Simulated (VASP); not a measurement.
Here is a VASP 6.6.1 calculation.

Contents of POSCAR:

```
ZnCu
1.0
    2.9645038797      0.0000000000      0.0000000000
    0.0000000000      2.9645038797      0.0000000000
    0.0000000000      0.0000000000      2.9645038797
Zn Cu
1 1
Direct
    0.5000000000      0.5000000000      0.5000000000
    0.0000000000      0.0000000000      0.0000000000
```

File INCAR.step1:

```
ALGO     = Normal         # electronic algorithm
EDIFF    = 1E-5           # SCF threshold, eV
ENCUT    = 660            # plane-wave cutoff, eV
GGA      = PE             # functional
GGA_COMPAT= False        
ISMEAR   = -1             # smearing method
LASPH    = True           # aspherical terms in the spheres
LCHARG   = False          # write CHGCAR
LREAL    = False          # projectors in reciprocal space
LWAVE    = True           # write WAVECAR
NBANDS   = 18             # bands
NELM     = 120            # most SCF steps
PREC     = Accurate       # precision mode
SIGMA    = 0.05           # smearing width, eV
```

Contents of INCAR.step2:

```
ALGO     = Normal         # electronic algorithm
EDIFF    = 1E-6           # SCF threshold, eV
ENCUT    = 660            # plane-wave cutoff, eV
GGA_COMPAT= False        
ISIF     = 2              # what is computed and relaxed
ISMEAR   = -1             # smearing method
ISTART   = 1            
LASPH    = True           # aspherical terms in the spheres
LCHARG   = False          # write CHGCAR
LMIXTAU  = True         
LREAL    = False          # projectors in reciprocal space
LWAVE    = False          # write WAVECAR
METAGGA  = R2SCAN         # meta-GGA
NBANDS   = 18             # bands
NELM     = 120            # most SCF steps
PREC     = Accurate       # precision mode
SIGMA    = 0.05           # smearing width, eV
```

File KPOINTS:

```
k-points
0
Gamma
  9 9 9
```

Potentials or basis: VASP PAW PBE potentials, release 64 (Zn, Cu).

Command:

```console
$ cat potpaw_PBE.64/Zn/POTCAR potpaw_PBE.64/Cu/POTCAR > POTCAR
$ cp INCAR.step1 INCAR
$ mpirun -np 1 vasp_std > vasp.out
$ cp INCAR.step2 INCAR
$ mpirun -np 1 vasp_std > vasp.out
```

(1) Estimate the pressure.

## Answers

(1) -4.9 GPa.

Caveat: the PAW data sets were made with another functional, which shifts forces and pressure a little.
